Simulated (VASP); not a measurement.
# Na (P6_2) in VASP: relaxation of cell and atoms with PBE

Aim: the relaxation of cell and atoms of Na with PBE.

Everything below comes from runs of VASP 6.6.1. Logs are shortened: lines on timing, memory, paths and dates and some standing lists are left out, and cuts for length are marked.

**1. The cell of the first run**

The structure is hexagonal, space group P6_2 (No. 171). The conventional cell has a = 7.024 Å, b = 7.024 Å, c = 6.347 Å, α = 90.00°, β = 90.00°, γ = 120.00°. Na (site symmetry 1) has 2 Na at 2.27 Å within 3.0 Å.

**2. Relaxation of cell and atoms, PBE**

File INCAR:

```
ALGO     = Normal         # electronic algorithm
EDIFF    = 1E-7           # SCF threshold, eV
EDIFFG   = -0.04          # ionic threshold
ENCUT    = 600            # plane-wave cutoff, eV
GGA      = PE             # functional
IBRION   = 2              # ionic algorithm
ISIF     = 3              # what is computed and relaxed
ISMEAR   = 0              # smearing method
LASPH    = True           # aspherical terms in the spheres
LCHARG   = False          # write CHGCAR
LREAL    = False          # projectors in reciprocal space
LWAVE    = False          # write WAVECAR
NELM     = 100            # most SCF steps
NSW      = 90             # ionic steps
PREC     = Accurate       # precision mode
SIGMA    = 0.1            # smearing width, eV
```

File KPOINTS:

```
k-points
0
Gamma
  3 3 4
```

File POSCAR:

```
Na
1.0
    7.0237065596      0.0000000000      0.0000000000
   -3.5118532798      6.0827083093      0.0000000000
    0.0000000000      0.0000000000      6.3470174711
Na
6
Direct
    0.2550700000      0.6369100000      0.7916700000
    0.3630900000      0.6181600000      0.4583366667
    0.3818400000      0.7449300000      0.1250033333
    0.6181600000      0.2550700000      0.1250033333
    0.6369100000      0.3818400000      0.4583366667
    0.7449300000      0.3630900000      0.7916700000
```

Potentials or basis: VASP PAW PBE potentials, release 64 (Na_pv).

Run with:

```bash
$ cat potpaw_PBE.64/Na_pv/POTCAR > POTCAR
$ mpirun -np 1 vasp_std > vasp.out
```

OUTCAR:

```text
EDIFF = 1E-7
   EDIFFG = -0.04
   ENCUT = 600
   GGA = PE
   IBRION = 2
   ISIF = 3
   ISMEAR = 0
   LASPH = True
   LREAL = False
   NELM = 100
   NSW = 90
   PREC = Accurate

 ion  position               nearest neighbor table
   1  0.255  0.637  0.792-   3 2.27   2 2.27
   2  0.363  0.618  0.458-   1 2.27   3 2.27
   3  0.382  0.745  0.125-   1 2.27   2 2.27
   4  0.618  0.255  0.125-   6 2.27   5 2.27
   5  0.637  0.382  0.458-   6 2.27   4 2.27
   6  0.745  0.363  0.792-   4 2.27   5 2.27

  LATTYP: Found a hexagonal cell.
 ALAT       =     7.0237065596
 C/A-ratio  =     0.9036564124

  Lattice vectors:

 A1 = (   7.0237065596,   0.0000000000,   0.0000000000)
 A2 = (  -3.5118532798,   6.0827083093,   0.0000000000)
 A3 = (   0.0000000000,   0.0000000000,   6.3470174711)

Analysis of symmetry for initial positions (statically):
=====================================================================
 Subroutine PRICEL returns:
 Original cell was already a primitive cell.

 Routine SETGRP: Setting up the symmetry group for a
 hexagonal supercell.

 Subroutine GETGRP returns: Found  6 space group operations
 (whereof  2 operations were pure point group operations)
 out of a pool of 24 trial point group operations.

The static configuration has the point symmetry C_2 .
 The point group associated with its full space group is C_6 .

Analysis of symmetry for dynamics (positions and initial velocities):
=====================================================================
 Subroutine PRICEL returns:
 Original cell was already a primitive cell.

 Routine SETGRP: Setting up the symmetry group for a
 hexagonal supercell.

 Subroutine GETGRP returns: Found  6 space group operations
 (whereof  2 operations were pure point group operations)
 out of a pool of 24 trial point group operations.

The dynamic configuration has the point symmetry C_2 .
 The point group associated with its full space group is C_6 .

 Subroutine INISYM returns: Found  6 space group operations
 (whereof  2 operations are pure point group operations),
 and found     1 'primitive' translations

----------------------------------------------------------------------------------------

                                     Primitive cell

  volume of cell :     271.1646

  direct lattice vectors                    reciprocal lattice vectors
     7.023706560  0.000000000  0.000000000     0.142374968  0.082200226  0.000000000
    -3.511853280  6.082708309  0.000000000     0.000000000  0.164400453  0.000000000
     0.000000000  0.000000000  6.347017471     0.000000000  0.000000000  0.157554317

  length of vectors
     7.023706560  7.023706560  6.347017471     0.164400453  0.164400453  0.157554317

  position of ions in fractional coordinates (direct lattice)
     0.255070000  0.636910000  0.791670000
     0.363090000  0.618160000  0.458336667
     0.381840000  0.744930000  0.125003333
     0.618160000  0.255070000  0.125003333
     0.636910000  0.381840000  0.458336667
     0.744930000  0.363090000  0.791670000

  ion indices of the primitive-cell ions
   primitive index   ion index
                 1           1
                 2           2
                 3           3
                 4           4
                 5           5
                 6           6

----------------------------------------------------------------------------------------

 KPOINTS: k-points

Automatic generation of k-mesh.
 Grid dimensions read from file:
 generate k-points for:    3    3    4

 Generating k-lattice:

  Cartesian coordinates                     Fractional coordinates (reciprocal lattice)
     0.047458323  0.027400075  0.000000000     0.333333333  0.000000000  0.000000000
     0.000000000  0.054800151  0.000000000     0.000000000  0.333333333  0.000000000
     0.000000000  0.000000000  0.039388579     0.000000000  0.000000000  0.250000000

  Length of vectors
     0.054800151  0.054800151  0.039388579

  Shift w.r.t. Gamma in fractional coordinates (k-lattice)
     0.000000000  0.000000000  0.000000000

 Subroutine IBZKPT returns following result:
 ===========================================

 Found      9 irreducible k-points:

 Following reciprocal coordinates:
            Coordinates               Weight
  0.000000  0.000000  0.000000      1.000000
  0.333333  0.000000  0.000000      6.000000
  0.333333  0.333333  0.000000      2.000000
  0.000000  0.000000  0.250000      2.000000
  0.333333  0.000000  0.250000     12.000000
  0.333333  0.333333  0.250000      4.000000
  0.000000  0.000000  0.500000      1.000000
  0.333333  0.000000  0.500000      6.000000
  0.333333  0.333333  0.500000      2.000000
   k-points           NKPTS =      9   k-points in BZ     NKDIM =      9   number of bands    NBANDS=     25
   number of dos      NEDOS =    301   number of ions     NIONS =      6
   total plane-waves  NPLWV = 169344
   dimension x,y,z NGX =    56 NGY =   56 NGZ =   54
   dimension x,y,z NGXF=   112 NGYF=  112 NGZF=  108
   ions per type =               6
   NGX,Y,Z   is equivalent  to a cutoff of  13.25, 13.25, 14.14 a.u.
   NGXF,Y,Z  is equivalent  to a cutoff of  26.51, 26.51, 28.29 a.u.
 SYSTEM =  unknown system
   PREC   = accura    normal or accurate (medium, high low for compatibility)
   ISTART =      0    job   : 0-new  1-cont  2-samecut
   ICHARG =      2    charge: 1-file 2-atom 10-const
   ISPIN  =      1    spin polarized calculation?
   LNONCOLLINEAR =      F non collinear calculations
   LSORBIT =      F    spin-orbit coupling
   LASPH  =      T    aspherical Exc in radial PAW
   ENCUT  =  600.0 eV  44.10 Ry    6.64 a.u.  14.03 14.03 12.68*2*pi/ulx,y,z
   NELM   =    100;   NELMIN=  2; NELMDL= -5     # of ELM steps
   EDIFF  = 0.1E-06   stopping-criterion for ELM
   LREAL  =      F    real-space projection
   EDIFFG = -.4E-01   stopping-criterion for IOM
   NSW    =     90    number of steps for IOM
   IBRION =      2    ionic relax: 0-MD 1-quasi-New 2-CG
   NFREE  =      1    steps in history (QN), initial steepest desc. (CG)
   ISIF   =      3    stress and relaxation
   ISYM   =      2    0-nonsym 1-usesym 2-fastsym
   POTIM  = 0.5000    time-step for ionic-motion
   TEBEG  =    0.0;   TEEND  =   0.0 temperature during run
   PSTRESS=    0.0 pullay stress
   NELECT =      42.0000    total number of electrons
   NUPDOWN=      -1.0000    fix difference up-down
   EMIN   =  10.00;   EMAX   =-10.00  energy-range for DOS
   EFERMI =   0.00;   METHOD = LEGACY
   ISMEAR =     0;   SIGMA  =   0.10  broadening in eV -4-tet -1-fermi 0-gaus
   EFERMI_NEDOS =   21; number of points for ismear=-14 and -15
   IALGO  =     38    algorithm
   IMIX   =      4    mixing-type and parameters
     AMIX     =   0.40;   BMIX     =  1.00
     AMIX_MAG =   1.60;   BMIX_MAG =  1.00
  volume/ion in A,a.u.               =      45.19       304.98
  Fermi-wavevector in a.u.,A,eV,Ry     =   0.879185  1.661419 10.516843  0.772966
  Thomas-Fermi vector in A             =   1.999374
   LORBIT       =      0    0 simple, 1 ext, 2 COOP (PROOUT), +10 PAW based schemes
   GGA     = PE    functional components
   LHFCALC =     F    Hartree Fock is set to
   AEXX    =    0.0000 exact exchange contribution
   IVDW    =     0    specifies the selected vdW correction
   LEPSILON=     F    determine dielectric tensor
   LRPA    =     F    only Hartree local field effects (RPA)
 conjugate gradient relaxation of ions
 non-spin polarized calculation
 Gauss-broadening in eV      SIGMA  =   0.10
  energy-cutoff  :      600.00
  volume of cell :      271.16
 maximum number of plane-waves:      9096
   NGX = 29   NGY = 29   NGZ = 25

--------------------------------------- Ionic step        1  -------------------------------------------

 number of electron      42.0000027 magnetization

 Free energy of the ion-electron system (eV)
  ---------------------------------------------------
  ext. energy  EPLUGINS =         0.00000000
  ---------------------------------------------------
  free energy    TOTEN  =        -1.80943206 eV

  energy without entropy =       -1.79471471  energy(sigma->0) =       -1.80207338

------------------------ aborting loop because EDIFF is reached ----------------------------------------

  FORCE on cell =-STRESS in cart. coord.  units (eV):
  Direction    XX          YY          ZZ          XY          YZ          ZX
  --------------------------------------------------------------------------------------
  -------------------------------------------------------------------------------------
  Total        0.3799242      0.3799242     19.8917333      0.0000000     -0.0000000      0.0000000
  in kB        2.2447836      2.2447836    117.5303870      0.0000003     -0.0000000      0.0000000
  external PRESSURE =      40.6733181 kB  Pullay stress =       0.0000000 kB
[... 101 lines left out ...]
  FREE ENERGIE OF THE ION-ELECTRON SYSTEM (eV)
  ---------------------------------------------------
  free  energy   TOTEN  =        -5.1410725049 eV

  energy  without entropy=       -5.1204780816  energy(sigma->0) =       -5.13077529

[... ionic steps 4 to 27 ...]

--------------------------------------- Ionic step       28  -------------------------------------------

 number of electron      41.9999900 magnetization

------------------------ aborting loop because EDIFF is reached ----------------------------------------

  FORCE on cell =-STRESS in cart. coord.  units (eV):
  Direction    XX          YY          ZZ          XY          YZ          ZX
  --------------------------------------------------------------------------------------
  -------------------------------------------------------------------------------------
  Total       -0.0984151     -0.0984151      0.2866874     -0.0000000     -0.0000000      0.0000000
  in kB       -0.5034983     -0.5034983      1.4667122     -0.0000000     -0.0000000      0.0000000
  external PRESSURE =       0.1532385 kB  Pullay stress =       0.0000000 kB
[... 65 lines left out ...]
  energy  without entropy=       -6.1969080245  energy(sigma->0) =       -6.20668942

--------------------------------------- Ionic step       30  -------------------------------------------

 number of electron      41.9999937 magnetization

 Free energy of the ion-electron system (eV)
  ---------------------------------------------------
  ext. energy  EPLUGINS =         0.00000000
  ---------------------------------------------------
  free energy    TOTEN  =        -6.21731272 eV

  energy without entropy =       -6.19752096  energy(sigma->0) =       -6.20741684

 E-fermi :  -0.5921     XC(G=0):  -5.5155

 val. band max:       -0.6362811550   @ k =   0.3333   0.0000   0.2500
 cond. band min:      -0.5233247420   @ k =   0.3333   0.3333   0.0000
 fundamental gap:      0.1129564130
 Fermi energy:        -0.5921355743

 k-point     1 :       0.0000    0.0000    0.0000
  band No.  band energies     occupation
      1     -25.7894      2.00000
      2     -25.7894      2.00000
      3     -25.7888      2.00000
      4     -25.7888      2.00000
      5     -25.7848      2.00000
      6     -25.7830      2.00000
[... 274 lines left out ...]
  FREE ENERGIE OF THE ION-ELECTRON SYSTEM (eV)
  ---------------------------------------------------
  free  energy   TOTEN  =        -6.2173127211 eV

  energy  without entropy=       -6.1975209637  energy(sigma->0) =       -6.20741684

 reached required accuracy - stopping structural energy minimisation
```

It took 15 min on 1 thread of Intel Xeon 6975P-C (Granite Rapids), shared host; peak memory 0.44 GiB.

What came out:

* Free energy: -6.2173 eV
* Relaxed volume: 52.36 Å³/atom
* Relaxed cell: a = 6.043 Å, b = 6.043 Å, c = 9.933 Å, α = 90.00°, β = 90.00°, γ = 120.00°
* Space group after relaxing (to 0.05 Å): P6_222 (No. 180)
* Energy gained by relaxing: 734.6 meV/atom
* Ionic steps: 30
* Pressure after relaxing: 0.0 GPa
* Largest force after relaxing: 0.017 eV/Å
* Band gap on the k mesh: zero (band 21 reaches 0.07 eV, above the bottom of band 22 at -1.25 eV)

Forces in eV/Å, atoms in the order of the input:
```
Na   0.013  0.011  0.000
Na  -0.016  0.005  0.000
Na   0.003 -0.016  0.000
Na  -0.003  0.016  0.000
Na   0.016 -0.005  0.000
Na  -0.013 -0.011  0.000
```

Step by step:
| step | energy change (eV) | largest force (eV/Å) | pressure (GPa) | volume (Å³) |
| --- | --- | --- | --- | --- |
| 1 | 0.0000 | 0.8001 | 4.07 | 271.16 |
| 2 | -2.3424 | 0.1740 | 1.87 | 316.46 |
| 3 | -3.3316 | 0.2434 | 0.70 | 364.88 |
| 4 | -3.2220 | 0.5869 | -0.43 | 463.52 |
| 5 | -3.5462 | 0.4199 | 0.21 | 406.09 |
| 6 | -3.5461 | 0.4378 | 0.16 | 411.04 |
| 7 | -3.6230 | 0.3717 | 0.05 | 418.37 |
| 8 | -3.7659 | 0.2180 | -0.25 | 440.81 |
| 9 | -3.7329 | 0.0611 | -0.81 | 487.68 |
| 10 | -3.8003 | 0.1322 | -0.48 | 459.40 |
| 11 | -3.8988 | 0.1210 | -0.42 | 437.70 |
| 12 | -4.1319 | 0.0761 | -0.19 | 376.63 |
| 13 | -4.0343 | 0.2005 | 1.16 | 271.73 |
| 14 | -4.2065 | 0.0478 | 0.09 | 339.17 |
| 15 | -4.2159 | 0.0341 | 0.28 | 321.84 |
| 16 | -4.2694 | 0.0657 | 0.32 | 312.44 |
| 17 | -4.2945 | 0.1273 | 0.39 | 301.35 |
| 18 | -4.3259 | 0.1137 | 0.25 | 308.11 |
| 19 | -4.3593 | 0.0855 | -0.14 | 327.21 |
| 20 | -4.3596 | 0.0879 | -0.10 | 325.29 |
| 21 | -4.3643 | 0.0854 | -0.09 | 323.56 |
| 22 | -4.3760 | 0.0782 | -0.04 | 318.40 |
| 23 | -4.3883 | 0.0665 | 0.04 | 308.19 |
| 24 | -4.3952 | 0.0556 | 0.08 | 307.55 |
| 25 | -4.3979 | 0.0347 | 0.15 | 306.25 |
| 26 | -4.3987 | 0.0414 | 0.16 | 306.66 |
| 27 | -4.4021 | 0.0336 | 0.10 | 308.46 |
| 28 | -4.4068 | 0.0189 | 0.02 | 313.17 |
| 29 | -4.4070 | 0.0175 | 0.01 | 314.36 |
| 30 | -4.4079 | 0.0168 | -0.02 | 314.17 |

Final structure:
```cif
data_structure
_symmetry_space_group_name_H-M 'P 1'
_symmetry_Int_Tables_number 1
_cell_length_a 6.0435
_cell_length_b 6.0435
_cell_length_c 9.9325
_cell_angle_alpha 90.000
_cell_angle_beta 90.000
_cell_angle_gamma 120.000
_cell_volume 314.17
loop_
_atom_site_label
_atom_site_type_symbol
_atom_site_fract_x
_atom_site_fract_y
_atom_site_fract_z
_atom_site_occupancy
Na1 Na 0.32963 0.66414 0.79167 1
Na2 Na 0.33586 0.66548 0.45834 1
Na3 Na 0.33452 0.67037 0.12500 1
Na4 Na 0.66548 0.32963 0.12500 1
Na5 Na 0.66414 0.33452 0.45834 1
Na6 Na 0.67037 0.33586 0.79167 1
```

Levels at points of the mesh, in eV from the Fermi level:
```csv
k point,band 19,band 20,band 21,band 22,band 23,band 24
"(0.00, 0.00, 0.00)",-2.59,-1.04,-1.04,2.21,2.21,2.84
"(0.00, 0.00, 0.50)",-2.20,-2.20,0.67,1.05,2.54,2.56
```

Caveat: the volume moved by over 15 % at a fixed basis, so the end points are rough.
